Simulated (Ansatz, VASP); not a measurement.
Hf3SnS8: VASP beside Ansatz

```
Hf Sn S
1.0
     3.66744   -0.00006    0.00332
    -1.83372    3.17597    0.02122
     0.02546    0.19324   27.73663
Hf Sn S
3 1 8
Cartesian
  0.0061 2.2120 8.6387
  1.7797 1.0845 1.8029
  1.8956 1.1385 15.5982
  0.0306 2.2549 22.5487
  1.8385 1.1429 10.0712
  1.8629 1.1855 24.0319
  -0.0553 2.1329 3.2472
  0.0606 2.1869 17.0428
  -0.0528 0.0364 0.3549
  0.0632 0.0903 14.1502
  0.0074 0.1051 7.1848
  0.0320 0.1484 21.0440
```

Change from the starting cell: cell x1, atoms moved at random (sigma 0.1 Å) and cell strained at random (1.5 %), then relaxed without symmetry.

Alike in both runs: functional PBE; k mesh 6 × 6 × 1; occupations gaussian, width 0.1 eV; no spin polarisation.

Ansatz relaxed the structure, and its values are those at the end. VASP's run is a single point on that final structure, the one shown.

|  | VASP | Ansatz |
| --- | --- | --- |
| version | VASP 6.6.1 | Ansatz 0.2.0 |
| potentials or method | VASP PAW PBE potentials, release 64 (Hf_pv, Sn_d, S), cutoff 520 eV | scalar-relativistic, plane waves, PAW |
| valence electrons in the cell | 92 | 140 |

Ansatz gave:

```
gap on the k mesh at the Fermi level (eV) : 1.21
least direct gap on the mesh (eV)         : 1.80
pressure (GPa)                            : 0.0
rms of the force components (eV/Å)        : 0.001
```

Q: Estimate VASP's values.

A: gap on the k mesh at the Fermi level (eV): 1.23; least direct gap on the mesh (eV): 1.80; pressure (GPa): -0.4; rms of the force components (eV/Å): 0.027.

The functional is the same, so the differences come from potentials, cutoffs and numerics. VASP's potentials hold 92 valence electrons a cell and Ansatz's 140, so a difference there can come from the potentials and not from the codes.

Spin-orbit coupling is off throughout.
